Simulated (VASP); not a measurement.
Runs of VASP 6.6.1 on La. The structure is that of space group Im-3m (No. 229), or close to it. The cells are those of the table. This isn't the form of La at room conditions, which is double hcp.

| cell | k mesh | gap on the mesh (eV) | pressure (GPa) |
| --- | --- | --- | --- |
| a = 3.702 Å, angles 109.5°, 1 atom | 12 × 12 × 12 | none | 1.1 |
| a = 3.898 Å, angles 109.5°, 1 atom | 12 × 12 × 12 | none | (a) |
| a = 3.851 Å, angles 109.5°, 1 atom | 12 × 12 × 12 | none | (b) |
| a = 3.597 Å, angles 109.5°, 1 atom | 12 × 12 × 12 | none | 3.9 |
| a = 3.753 Å, angles 109.5°, 1 atom | 17 × 17 × 17 | none | -0.1 |

Alike in all rows: task single point; level BLYP; potentials or basis VASP PAW PBE potentials, release 64 (La); no spin polarisation; cutoff (eV) 520; smearing fermi-dirac 0.1 eV.

Fill in the values left out.

(a) -2.8; (b) -1.8.

Caveats: the PAW data sets were made with another functional, which shifts forces and pressure a little; spin-orbit coupling is left out, which moves the levels of the heavy elements; the cell stands under pressure (at least some runs).

A k mesh can miss the band edges, and the runs leave out spin-orbit coupling on La.

A gap of «none» marks levels without a gap at the run's occupations.
